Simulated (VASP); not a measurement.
A run of VASP 6.6.1 is set up as follows.

INCAR

```
SYSTEM = SiO2
  ALGO = Normal
  EDIFF = 1E-6
  ENCUT = 520
  ISIF = 2
  ISMEAR = 0
  LASPH = .True.
  LCHARG = .False.
  LREAL = .False.
  LWAVE = .False.
  NBANDS = 44
  NELM = 60
  PREC = Accurate
  SIGMA = 0.02
```

Contents of KPOINTS:

```
k-points
0
Gamma
  6 6 6
  0 0 0
```

POSCAR

```
SiO2
1.0
   -2.6491537100      3.2901863037      3.9670413007
    2.6491537100     -3.2901863037      3.9670413007
    2.6491537100      3.2901863037     -3.9670413007
Si O
4 8
Direct
    0.8318234342      0.8057639971      0.0260594370
    0.7202954399      0.1942360029      0.5260594370
    0.1681765658      0.1942360029      0.9739405630
    0.2797045601      0.8057639971      0.4739405630
   -0.0209638203      0.7290361797      0.2500000000
    1.0209638203      0.2709638203      0.7500000000
    0.6689737738      0.5000000000      0.6689737738
    0.3310262262      0.0000000000      0.8310262262
    0.3310262262      0.5000000000      0.3310262262
    0.6689737738      0.0000000000      0.1689737738
    0.0000000000      0.0000000000      0.0000000000
    0.5000000000      0.0000000000      0.5000000000
```

Potentials or basis: VASP PAW LDA potentials, release 64 (Si, O).

The run is started by

```bash
$ cat potpaw_LDA.64/Si/POTCAR potpaw_LDA.64/O/POTCAR > POTCAR
$ mpirun -np 1 vasp_std > vasp.out
```

(1) Estimate the largest force.

(2) What does it give for the pressure?

Results:

(1) 0.065 eV/Å.

(2) 25.9 GPa.

Caveat: the cell stands under pressure.
